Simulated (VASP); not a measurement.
# I: single point with PBE

Crystal: I.

```
I
1.0
     0.00412    2.39273    3.92662
     2.23827   -0.00494    3.93192
     2.21749    2.38223    0.00867
I
1
Cartesian
  0.0000 0.0000 0.0000
```

```json
{"Program": "VASP 6.6.1", "Task": "single point", "Functional": "PBE", "Potentials or basis": "VASP PAW PBE potentials, release 64 (I)", "Cutoff": "500 eV", "k mesh": "4 × 4 × 4", "Occupations": "gaussian, width 0.1 eV", "Spin": "collinear spin, ferromagnetic start", "Starting moments": "[-3.0] μB"}
```

```yaml
Pressure: -2.0 GPa
Net_moment: 0.00 μB per cell
Valence_electrons_inside_the_program's_atomic_spheres: I 4.16
```

Stress tensor (GPa, compression positive):
```
-2.93  0.36 -0.03
 0.36 -3.96 -0.01
-0.03 -0.01  0.82
```

Levels at points of the mesh, in eV from the Fermi level:
Spin up:
```csv
k point,band 1,band 2,band 3,band 4,band 5,band 6,band 7,band 8,band 9
"(0.00, 0.00, 0.00)",-13.72,-1.85,0.64,0.94,4.61,7.47,8.09,11.95,12.30
"(0.50, 0.00, 0.00)",-12.40,-4.98,-1.72,1.58,4.86,9.03,10.64,11.81,12.28
"(0.00, 0.50, 0.00)",-12.41,-4.99,-1.69,1.58,4.89,9.02,10.59,11.80,12.22
"(0.50, 0.50, 0.00)",-13.48,-3.90,0.42,0.74,6.93,7.17,10.58,14.55,14.90
"(0.00, 0.00, 0.50)",-12.34,-5.02,-1.68,1.48,4.87,8.97,10.63,11.68,12.29
"(0.50, 0.00, 0.50)",-11.18,-4.22,-3.39,-0.53,4.09,6.59,9.62,10.54,11.07
"(0.00, 0.50, 0.50)",-11.15,-3.92,-3.68,-0.79,4.04,5.83,10.29,10.73,12.04
"(0.50, 0.50, 0.50)",-12.35,-5.02,-1.64,1.49,4.92,8.97,10.55,11.68,12.17
```
Spin down:
```tsv
k point	band 1	band 2	band 3	band 4	band 5	band 6	band 7	band 8
(0.00, 0.00, 0.00)	-13.72	-1.85	0.64	0.94	4.61	7.47	8.09	11.95
(0.50, 0.00, 0.00)	-12.40	-4.98	-1.72	1.58	4.85	9.03	10.64	11.81
(0.00, 0.50, 0.00)	-12.41	-4.99	-1.69	1.58	4.89	9.02	10.59	11.80
(0.50, 0.50, 0.00)	-13.48	-3.90	0.42	0.74	6.93	7.17	10.58	14.55
(0.00, 0.00, 0.50)	-12.34	-5.02	-1.68	1.48	4.87	8.97	10.63	11.68
(0.50, 0.00, 0.50)	-11.18	-4.22	-3.39	-0.53	4.09	6.59	9.62	10.54
(0.00, 0.50, 0.50)	-11.15	-3.92	-3.68	-0.79	4.04	5.83	10.29	10.73
(0.50, 0.50, 0.50)	-12.35	-5.02	-1.64	1.49	4.92	8.97	10.55	11.68
```

Wall time 70 s on 1 thread of Intel Xeon 8259CL, on a shared host, peak memory 0.2 GiB.

Caveat: the k points lie up to 0.52 Å⁻¹ apart; spin-orbit coupling is left out, which moves the levels of the heavy elements.
